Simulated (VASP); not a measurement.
Input of a VASP 6.6.1 run:

File INCAR:

```
SYSTEM = Sn2Ir
ALGO = Normal ; EDIFF = 1E-7
ENCUT = 520 ; ISIF = 2
ISMEAR = -1 ; LASPH = .TRUE.
LCHARG = .FALSE. ; LREAL = .FALSE.
LWAVE = .FALSE. ; NBANDS = 46
NELM = 80 ; PREC = Accurate
SIGMA = 0.08
```

File KPOINTS:

```
k-points
0
G
  9 9 1
  0 0 0
```

Contents of POSCAR:

```
Sn2Ir
1.0
    4.4575016955      0.0000000000      0.0000000000
   -2.2287508478      3.8603097057      0.0000000000
    0.0000000000      0.0000000000     21.4593000000
Sn Ir
4 2
Direct
    0.0000000000      0.0000000000      0.3747709475
    0.6666666667      0.3333333333      0.4573669373
    0.3333333333      0.6666666667      0.5426330628
    0.0000000000      0.0000000000      0.6252290526
    0.3333333333      0.6666666667      0.4176708308
    0.6666666667      0.3333333333      0.5823291690
```

Potentials or basis: VASP PAW LDA potentials, release 64 (Sn_d, Ir).

Command:

```console
$ cat potpaw_LDA.64/Sn_d/POTCAR potpaw_LDA.64/Ir/POTCAR > POTCAR
$ mpirun -np 1 vasp_std > vasp.out
```

(1) What does it give for the band gap on the k mesh?

(2) What does it give for the largest force?

Results:

(1) zero (bands 37 and 38 overlap by 1.55 eV).

(2) 0.031 eV/Å.

Caveat: spin-orbit coupling is left out, which moves the levels of the heavy elements.
